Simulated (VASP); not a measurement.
# Hf2ZrGe3 (P4mm) in VASP: a series of runs

Hf2ZrGe3 is run at these levels: PBE; tasks: single point.

All numbers are computed with VASP 6.6.1; they aren't measurements. Logs are shortened: lines on timing, memory, paths and dates and some standing lists are left out, and cuts for length are marked.

## Step 1: The cell of the first run

It takes space group P4mm (No. 99, tetragonal). Conventional cell: a = 4.240 Å, b = 4.240 Å, c = 7.635 Å, α = 90.00°, β = 90.00°, γ = 90.00°. Within 3.7 Å of Zr (site symmetry 4mm) lie 5 Ge at 2.80 to 3.46 Å and 4 Hf at 3.18 Å. Hf (site symmetry 2mm) has 3 Ge at 2.78 to 3.43 Å and 4 Hf at 3.00 Å and 2 Zr at 3.18 Å within 3.7 Å. Within 3.5 Å of Ge (site symmetry 2mm) lie 6 Ge at 2.67 to 3.00 Å and 2 Zr at 2.80 Å and 1 Hf at 3.43 Å. Within 3.5 Å of Ge (site symmetry 4mm) lie 4 Ge at 2.67 Å and 4 Hf at 2.78 Å and 1 Zr at 3.46 Å.

The cell was built from a structure type or drawn by symmetry, and may not be a known phase.

## Step 2: Single point, PBE

File INCAR:

```
  PREC = Accurate
  ENCUT = 500
  EDIFF = 1E-6
  ISMEAR = 0
  SIGMA = 0.2
  LREAL = False
  LASPH = True
  NELM = 120
  ALGO = Normal
  ISIF = 2
  LWAVE = False
  LCHARG = False
  GGA = PE
  NBANDS = 46
  GGA_COMPAT = False
```

File KPOINTS:

```
regular mesh
0
Gamma
  4 4 2
```

File POSCAR:

```
Hf2ZrGe3
1.0
    4.2401188551      0.0000000000      0.0000000000
    0.0000000000      4.2401188551      0.0000000000
    0.0000000000      0.0000000000      7.6348872798
Zr Hf Ge
1 2 3
Direct
    0.5000000000      0.5000000000      0.5353236615
    0.5000000000      0.0000000000      0.8465581274
    0.0000000000      0.5000000000      0.8465581274
    0.5000000000      0.0000000000      0.2954719895
    0.0000000000      0.5000000000      0.2954719895
    0.5000000000      0.5000000000      1.0819650447
```

Potentials or basis: VASP PAW PBE potentials, release 64 (Zr_sv, Hf_pv, Ge_d).

Command:

```console
$ cat potpaw_PBE.64/Zr_sv/POTCAR potpaw_PBE.64/Hf_pv/POTCAR potpaw_PBE.64/Ge_d/POTCAR > POTCAR
$ mpirun -np 1 vasp_std > vasp.out
```

OUTCAR:

```text
PREC = Accurate
   ENCUT = 500
   EDIFF = 1E-6
   ISMEAR = 0
   LREAL = False
   LASPH = True
   NELM = 120
   ISIF = 2
   GGA = PE

 ion  position               nearest neighbor table
   1  0.500  0.500  0.535-   4 2.80   5 2.80   4 2.80   5 2.80   2 3.18   2 3.18   3 3.18   3 3.18

   2  0.500  0.000  0.847-   6 2.78   6 2.78   3 3.00   3 3.00   3 3.00   3 3.00   1 3.18   1 3.18

   3  0.000  0.500  0.847-   6 2.78   6 2.78   2 3.00   2 3.00   2 3.00   2 3.00   1 3.18   1 3.18

   4  0.500  0.000  0.295-   6 2.67   6 2.67   1 2.80   1 2.80
   5  0.000  0.500  0.295-   6 2.67   6 2.67   1 2.80   1 2.80
   6  0.500  0.500  0.082-   4 2.67   5 2.67   4 2.67   5 2.67   2 2.78   2 2.78   3 2.78   3 2.78

  LATTYP: Found a simple tetragonal cell.
 ALAT       =     4.2401188551
 C/A-ratio  =     1.8006304872

  Lattice vectors:

 A1 = (   4.2401188551,   0.0000000000,   0.0000000000)
 A2 = (   0.0000000000,   4.2401188551,   0.0000000000)
 A3 = (   0.0000000000,   0.0000000000,   7.6348872798)

Analysis of symmetry for initial positions (statically):
=====================================================================
 Subroutine PRICEL returns:
 Original cell was already a primitive cell.

 Routine SETGRP: Setting up the symmetry group for a
 simple tetragonal supercell.

 Subroutine GETGRP returns: Found  8 space group operations
 (whereof  8 operations were pure point group operations)
 out of a pool of 16 trial point group operations.

The static configuration has the point symmetry C_4v.

Analysis of symmetry for dynamics (positions and initial velocities):
=====================================================================
 Subroutine PRICEL returns:
 Original cell was already a primitive cell.

 Routine SETGRP: Setting up the symmetry group for a
 simple tetragonal supercell.

 Subroutine GETGRP returns: Found  8 space group operations
 (whereof  8 operations were pure point group operations)
 out of a pool of 16 trial point group operations.

The dynamic configuration has the point symmetry C_4v.

 Subroutine INISYM returns: Found  8 space group operations
 (whereof  8 operations are pure point group operations),
 and found     1 'primitive' translations

----------------------------------------------------------------------------------------

                                     Primitive cell

  volume of cell :     137.2646

  direct lattice vectors                    reciprocal lattice vectors
     4.240118855  0.000000000  0.000000000     0.235842446  0.000000000  0.000000000
     0.000000000  4.240118855  0.000000000     0.000000000  0.235842446  0.000000000
     0.000000000  0.000000000  7.634887280     0.000000000  0.000000000  0.130977703

  length of vectors
     4.240118855  4.240118855  7.634887280     0.235842446  0.235842446  0.130977703

  position of ions in fractional coordinates (direct lattice)
     0.500000000  0.500000000  0.535323662
     0.500000000  0.000000000  0.846558127
     0.000000000  0.500000000  0.846558127
     0.500000000  0.000000000  0.295471990
     0.000000000  0.500000000  0.295471990
     0.500000000  0.500000000  0.081965045

  ion indices of the primitive-cell ions
   primitive index   ion index
                 1           1
                 2           2
                 3           3
                 4           4
                 5           5
                 6           6

----------------------------------------------------------------------------------------

 KPOINTS: regular mesh

Automatic generation of k-mesh.
 Grid dimensions read from file:
 generate k-points for:    4    4    2

 Generating k-lattice:

  Cartesian coordinates                     Fractional coordinates (reciprocal lattice)
     0.058960611  0.000000000  0.000000000     0.250000000  0.000000000  0.000000000
     0.000000000  0.058960611  0.000000000     0.000000000  0.250000000  0.000000000
     0.000000000  0.000000000  0.065488852     0.000000000  0.000000000  0.500000000

  Length of vectors
     0.058960611  0.058960611  0.065488852

  Shift w.r.t. Gamma in fractional coordinates (k-lattice)
     0.000000000  0.000000000  0.000000000

 Subroutine IBZKPT returns following result:
 ===========================================

 Found     12 irreducible k-points:

 Following reciprocal coordinates:
            Coordinates               Weight
  0.000000  0.000000  0.000000      1.000000
  0.250000  0.000000  0.000000      4.000000
  0.500000  0.000000  0.000000      2.000000
  0.250000  0.250000  0.000000      4.000000
  0.500000  0.250000  0.000000      4.000000
  0.500000  0.500000  0.000000      1.000000
  0.000000  0.000000  0.500000      1.000000
  0.250000  0.000000  0.500000      4.000000
  0.500000  0.000000  0.500000      2.000000
  0.250000  0.250000  0.500000      4.000000
  0.500000  0.250000  0.500000      4.000000
  0.500000  0.500000  0.500000      1.000000
   k-points           NKPTS =     12   k-points in BZ     NKDIM =     12   number of bands    NBANDS=     46
   number of dos      NEDOS =    301   number of ions     NIONS =      6
   total plane-waves  NPLWV =  57344
   dimension x,y,z NGX =    32 NGY =   32 NGZ =   56
   dimension x,y,z NGXF=    64 NGYF=   64 NGZF=  112
   ions per type =               1   2   3
   NGX,Y,Z   is equivalent  to a cutoff of  12.55, 12.55, 12.19 a.u.
   NGXF,Y,Z  is equivalent  to a cutoff of  25.09, 25.09, 24.39 a.u.
 SYSTEM =  unknown system
   PREC   = accura    normal or accurate (medium, high low for compatibility)
   ISTART =      0    job   : 0-new  1-cont  2-samecut
   ICHARG =      2    charge: 1-file 2-atom 10-const
   ISPIN  =      1    spin polarized calculation?
   LNONCOLLINEAR =      F non collinear calculations
   LSORBIT =      F    spin-orbit coupling
   LASPH  =      T    aspherical Exc in radial PAW
   ENCUT  =  500.0 eV  36.75 Ry    6.06 a.u.   7.73  7.73 13.92*2*pi/ulx,y,z
   NELM   =    120;   NELMIN=  2; NELMDL= -5     # of ELM steps
   EDIFF  = 0.1E-05   stopping-criterion for ELM
   LREAL  =      F    real-space projection
   EDIFFG = 0.1E-04   stopping-criterion for IOM
   NSW    =      0    number of steps for IOM
   IBRION =     -1    ionic relax: 0-MD 1-quasi-New 2-CG
   NFREE  =      0    steps in history (QN), initial steepest desc. (CG)
   ISIF   =      2    stress and relaxation
   ISYM   =      2    0-nonsym 1-usesym 2-fastsym
   POTIM  = 0.5000    time-step for ionic-motion
   TEBEG  =    0.0;   TEEND  =   0.0 temperature during run
   PSTRESS=    0.0 pullay stress
   NELECT =      74.0000    total number of electrons
   NUPDOWN=      -1.0000    fix difference up-down
   EMIN   =  10.00;   EMAX   =-10.00  energy-range for DOS
   EFERMI =   0.00;   METHOD = LEGACY
   ISMEAR =     0;   SIGMA  =   0.20  broadening in eV -4-tet -1-fermi 0-gaus
   EFERMI_NEDOS =   21; number of points for ismear=-14 and -15
   IALGO  =     38    algorithm
   IMIX   =      4    mixing-type and parameters
     AMIX     =   0.40;   BMIX     =  1.00
     AMIX_MAG =   1.60;   BMIX_MAG =  1.00
  volume/ion in A,a.u.               =      22.88       154.38
  Fermi-wavevector in a.u.,A,eV,Ry     =   1.332394  2.517859 24.154048  1.775272
  Thomas-Fermi vector in A             =   2.461332
   LORBIT       =      0    0 simple, 1 ext, 2 COOP (PROOUT), +10 PAW based schemes
   GGA     = PE    functional components
   LHFCALC =     F    Hartree Fock is set to
   AEXX    =    0.0000 exact exchange contribution
   IVDW    =     0    specifies the selected vdW correction
   LEPSILON=     F    determine dielectric tensor
   LRPA    =     F    only Hartree local field effects (RPA)
 non-spin polarized calculation
 Gauss-broadening in eV      SIGMA  =   0.20
  energy-cutoff  :      500.00
  volume of cell :      137.26
 maximum number of plane-waves:      3516
 NGX is ok and might be reduce to    32
   NGX = 15   NGY = 15   NGZ = 27

 number of electron      73.9999974 magnetization

 Free energy of the ion-electron system (eV)
  ---------------------------------------------------
  ext. energy  EPLUGINS =         0.00000000
  ---------------------------------------------------
  free energy    TOTEN  =       -40.03483457 eV

  energy without entropy =      -39.96566442  energy(sigma->0) =      -40.00024949

 E-fermi :   5.4583     XC(G=0): -10.6125

 val. band max:        5.3279491725   @ k =   0.2500   0.0000   0.0000
 cond. band min:       5.4847017162   @ k =   0.5000   0.0000   0.0000
 fundamental gap:      0.1567525438
 Fermi energy:         5.4582638333

 k-point     1 :       0.0000    0.0000    0.0000
  band No.  band energies     occupation
      1     -43.5229      2.00000
      2     -25.2978      2.00000
      3     -25.2978      2.00000
      4     -25.2134      2.00000
      5     -25.0465      2.00000
      6     -24.6805      2.00000
[... 38 lines left out ...]
     45       8.6499      0.00000
     46       8.6499      0.00000

 k-point     2 :       0.2500    0.0000    0.0000
  band No.  band energies     occupation
      1     -43.5224      2.00000
      2     -25.2213      2.00000
      3     -25.2111      2.00000
      4     -25.1886      2.00000
      5     -25.0706      2.00000
      6     -24.7859      2.00000
[... 38 lines left out ...]
     45       8.2543      0.00000
     46       8.4757      0.00000

 k-point     3 :       0.5000    0.0000    0.0000
  band No.  band energies     occupation
      1     -43.5218      2.00000
      2     -25.1295      2.00000
      3     -25.1294      2.00000
      4     -25.0184      2.00000
      5     -25.0170      2.00000
      6     -24.9989      2.00000
[... 430 lines left out ...]
     45       8.1601      0.00000
     46       8.4882      0.00000

 k-point    12 :       0.5000    0.5000    0.5000
  band No.  band energies     occupation
      1     -43.5207      2.00000
      2     -25.4059      2.00000
      3     -25.3839      2.00000
      4     -25.1278      2.00000
      5     -25.1278      2.00000
      6     -24.6269      2.00000
[... 38 lines left out ...]
     45       8.2738      0.00000
     46       8.9980      0.00000

------------------------ aborting loop because EDIFF is reached ----------------------------------------

  FORCE on cell =-STRESS in cart. coord.  units (eV):
  Direction    XX          YY          ZZ          XY          YZ          ZX
  --------------------------------------------------------------------------------------
  -------------------------------------------------------------------------------------
  Total       -0.2194858     -0.2194858      0.3388720      0.0000000      0.0000000     -0.0000000
  in kB       -2.5618772     -2.5618772      3.9553746      0.0000000      0.0000000     -0.0000000
  external PRESSURE =      -0.3894599 kB  Pullay stress =       0.0000000 kB

 VOLUME and BASIS-vectors are now :
 -----------------------------------------------------------------------------
  energy-cutoff  :      500.00
  volume of cell :      137.26
      direct lattice vectors                 reciprocal lattice vectors
     4.240118855  0.000000000  0.000000000     0.235842446  0.000000000  0.000000000
     0.000000000  4.240118855  0.000000000     0.000000000  0.235842446  0.000000000
     0.000000000  0.000000000  7.634887280     0.000000000  0.000000000  0.130977703

 POSITION                                       TOTAL-FORCE (eV/Angst)
 -----------------------------------------------------------------------------------
      2.12006      2.12006      4.08714         0.000000     -0.000000      0.008140
      2.12006      0.00000      6.46338        -0.000000     -0.000000      0.008910
      0.00000      2.12006      6.46338        -0.000000     -0.000000      0.008910
      2.12006      0.00000      2.25590        -0.000000     -0.000000     -0.017186
      0.00000      2.12006      2.25590        -0.000000      0.000000     -0.017186
      2.12006      2.12006      0.62579        -0.000000      0.000000      0.008412
 -----------------------------------------------------------------------------------
    total drift:                                0.000000     -0.000000      0.003113

  FREE ENERGIE OF THE ION-ELECTRON SYSTEM (eV)
  ---------------------------------------------------
  free  energy   TOTEN  =       -40.0348345684 eV

  energy  without entropy=      -39.9656644193  energy(sigma->0) =      -40.00024949
```

Run time: 84 s. Hardware: 1 thread of Intel Xeon Platinum 8488C (Sapphire Rapids), shared host; peak memory 0.26 GiB.

Results:

- Free energy: -40.0348 eV
- Pressure: 0.0 GPa
- Largest force: 0.017 eV/Å
- Band gap on the k mesh: zero (bands 37 and 38 overlap by 0.66 eV)

Forces on the atoms (eV/Å):
```
Zr   0.000  0.000  0.008
Hf   0.000  0.000  0.009
Hf   0.000  0.000  0.009
Ge   0.000  0.000 -0.017
Ge   0.000  0.000 -0.017
Ge   0.000  0.000  0.008
```

Levels at points of the mesh, in eV from the Fermi level:
```csv
k point,band 34,band 35,band 36,band 37,band 38,band 39,band 40,band 41
"(0.00, 0.00, 0.00)",-1.09,-0.84,-0.59,-0.59,0.07,0.61,0.61,0.77
"(0.50, 0.00, 0.00)",-0.49,-0.42,-0.27,-0.19,0.03,0.94,0.98,1.14
"(0.50, 0.50, 0.00)",-1.31,-1.31,-0.85,0.53,0.53,0.96,1.55,1.62
"(0.00, 0.00, 0.50)",-1.37,-1.37,-1.35,-1.09,0.11,1.37,1.84,1.94
"(0.50, 0.00, 0.50)",-0.78,-0.54,-0.52,-0.35,0.76,0.76,0.86,0.93
"(0.50, 0.50, 0.50)",-1.54,-1.07,-0.76,-0.19,0.56,0.56,1.50,1.58
```

Caveat: the k points lie up to 0.41 Å⁻¹ apart, too coarse for converged energies and pressures of a metal; spin-orbit coupling is left out, which moves the levels of the heavy elements.

## Step 3: Single point, PBE

This run uses another cell than the first one, of 22.79 Å³/atom.

File INCAR:

```
PREC     = Accurate       # precision mode
ENCUT    = 500            # plane-wave cutoff, eV
EDIFF    = 1E-6           # SCF threshold, eV
ISMEAR   = 0              # smearing method
SIGMA    = 0.2            # smearing width, eV
LREAL    = False          # projectors in reciprocal space
LASPH    = True           # aspherical terms in the spheres
NELM     = 120            # most SCF steps
ALGO     = Normal         # electronic algorithm
ISIF     = 2              # what is computed and relaxed
LWAVE    = False          # write WAVECAR
LCHARG   = False          # write CHGCAR
GGA      = PE             # functional
NBANDS   = 46             # bands
GGA_COMPAT= False
```

File KPOINTS:

```
regular mesh
0
Gamma
  4 4 3
```

File POSCAR:

```
Hf2ZrGe3
1.0
    4.2588166908      0.0000000000      0.0000000000
    0.0000000000      4.2588166908      0.0000000000
    0.0000000000      0.0000000000      7.5397646731
Zr Hf Ge
1 2 3
Direct
    0.0000000000      0.0000000000      0.3037247118
    0.5000000000      0.0000000000      0.6175336148
    0.0000000000      0.5000000000      0.6175336148
    0.5000000000      0.0000000000      1.0618764047
    0.0000000000      0.5000000000      1.0618764047
    0.0000000000      0.0000000000      0.8544672793
```

Potentials or basis: VASP PAW PBE potentials, release 64 (Zr_sv, Hf_pv, Ge_d).

Command:

```console
$ cat potpaw_PBE.64/Zr_sv/POTCAR potpaw_PBE.64/Hf_pv/POTCAR potpaw_PBE.64/Ge_d/POTCAR > POTCAR
$ mpirun -np 1 vasp_std > vasp.out
```

Run time: 77 s. Hardware: 1 thread of Intel Xeon Platinum 8488C (Sapphire Rapids), shared host; peak memory 0.26 GiB.

The run converged. Its results:

* Free energy: -40.1028 eV
* Pressure: 0.0 GPa
* Largest force: 0.048 eV/Å
* Band gap on the k mesh: zero (bands 37 and 38 overlap by 0.64 eV)

Forces on the atoms (eV/Å):
```
Zr   0.000  0.000  0.007
Hf   0.000  0.000  0.009
Hf   0.000  0.000  0.009
Ge   0.000  0.000  0.012
Ge   0.000  0.000  0.012
Ge   0.000  0.000 -0.048
```

Stress tensor (GPa, compression positive):
```
-0.17  0.00  0.00
 0.00 -0.17  0.00
 0.00  0.00  0.21
```

Levels at points of the mesh, in eV from the Fermi level:
| k point | band 35 | band 36 | band 37 | band 38 | band 39 | band 40 |
| --- | --- | --- | --- | --- | --- | --- |
| (0.00, 0.00, 0.00) | -0.96 | -0.59 | -0.59 | -0.10 | 0.52 | 0.52 |
| (0.50, 0.00, 0.00) | -0.57 | -0.33 | -0.26 | 0.02 | 0.84 | 0.92 |
| (0.50, 0.50, 0.00) | -1.37 | -0.91 | 0.47 | 0.47 | 0.93 | 1.42 |

Caveat: the k points lie up to 0.37 Å⁻¹ apart, too coarse for converged energies and pressures of a metal; spin-orbit coupling is left out, which moves the levels of the heavy elements.
